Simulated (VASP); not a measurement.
Here is a VASP 6.6.1 calculation.

INCAR

```
ALGO = Normal ; EDIFF = 1E-7
ENCUT = 520 ; GGA = PS
ISIF = 2 ; ISMEAR = -1
LASPH = T ; LCHARG = F
LREAL = F ; LWAVE = F
NBANDS = 18 ; NELM = 100
PREC = Accurate ; SIGMA = 0.1
```

File KPOINTS:

```
k-points
0
Gamma
  11 11 6
```

POSCAR

```
La
1.0
    3.6600258742      0.0000000000      0.0000000000
   -1.8300129371      3.1696753856      0.0000000000
    0.0000000000      0.0000000000      5.9791033495
La
2
Direct
    0.3333333333      0.6666666667      0.2500000000
    0.6666666667      0.3333333333      0.7500000000
```

Potentials or basis: VASP PAW PBE potentials, release 64 (La).

Launch:

```sh
$ cat potpaw_PBE.64/La/POTCAR > POTCAR
$ mpirun -np 1 vasp_std > vasp.out
```

Estimate the band gap on the k mesh.

zero (bands 11 and 12 overlap by 1.58 eV).

What does it give for the pressure?

0.0 GPa.

Stress tensor (GPa, compression positive):
```
 0.02  0.00  0.00
 0.00  0.02  0.00
 0.00  0.00 -0.10
```

Caveat: the PAW data sets were made with another functional, which shifts forces and pressure a little; spin-orbit coupling is left out, which moves the levels of the heavy elements.
